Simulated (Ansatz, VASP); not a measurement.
# One calculation of NaH, two programs

The input INCAR:

```
SYSTEM = NaH
ALGO     = Normal         ! electronic algorithm
EDIFF    = 1E-6           ! SCF threshold, eV
ENCUT    = 520            ! plane-wave cutoff, eV
GGA      = PE             ! functional
ISIF     = 2              ! what is computed and relaxed
ISMEAR   = -1             ! smearing method
LASPH    = .True.         ! aspherical terms in the spheres
LCHARG   = .False.        ! write CHGCAR
LREAL    = .False.        ! projectors in reciprocal space
LWAVE    = .False.        ! write WAVECAR
NBANDS   = 11             ! bands
NELM     = 100            ! most SCF steps
PREC     = Accurate       ! precision mode
SIGMA    = 0.02           ! smearing width, eV
```

Contents of KPOINTS:

```
k-points
0
Gamma
  10 10 10
  0 0 0
```

POSCAR

```
NaH
1.0
    0.0000000000      2.3975122873      2.3975122873
    2.4574500944      0.0000000000      2.3975122873
    2.4574500944      2.3975122873      0.0000000000
Na H
1 1
Direct
    0.0000000000      0.0000000000      0.0000000000
    0.5000000000      0.5000000000      0.5000000000
```

Input for Ansatz:

```yaml
crystal:
  lattice:
    - [0.0, 2.3975122873, 2.3975122873]
    - [2.4574500944, 0.0, 2.3975122873]
    - [2.4574500944, 2.3975122873, 0.0]
  atoms:
    - { symbol: Na, position: [0.0, 0.0, 0.0] }
    - { symbol: H, position: [0.5, 0.5, 0.5] }
kpoints:
  mp_grid: { grid: [10, 10, 10] }
  band_path:
    path:
      - [0.0, 0.0, 0.0]
      - [0.5, 0.0, 0.5]
      - [0.625, 0.25, 0.625]
      - [0.375, 0.375, 0.75]
      - [0.5, 0.5, 0.5]
      - [0.5, 0.25, 0.75]
      - [0.0, 0.0, 0.5]
    npoints: 1
hamiltonian:
  xc: pbe
scf:
  occupations: { method: fermi_dirac, width: 0.02 }
  n_extra_bands: 4
output:
  forces: true
  stress: true
  eigenvalues: true
```

Change from the starting cell: uniaxial_x strain +2.5%.

Alike in both runs: task single point; functional PBE; k mesh 10 × 10 × 10; occupations fermi-dirac, width 0.02 eV; no spin polarisation.

```csv
,VASP,Ansatz
version,VASP 6.6.1,Ansatz 0.2.0
potentials or method,"VASP PAW PBE potentials, release 64 (Na_pv, H)","plane waves, PAW"
plane-wave cutoff (eV),520,420
valence electrons in the cell,8,10
```

Ansatz gave:

```
gap on the k mesh at the Fermi level (eV)                     : 3.76
pressure (GPa)                                                : 0.0
traceless stress, the component that is largest in VASP (GPa) : -0.50
```

**Question.** What did VASP give for the same quantities?

**Answer.** gap on the k mesh at the Fermi level (eV): 3.75; pressure (GPa): 0.0; traceless stress, the component that is largest in VASP (GPa): -0.50.

VASP's potentials hold 8 valence electrons a cell and Ansatz's 10, so a difference there can come from the potentials and not from the codes.
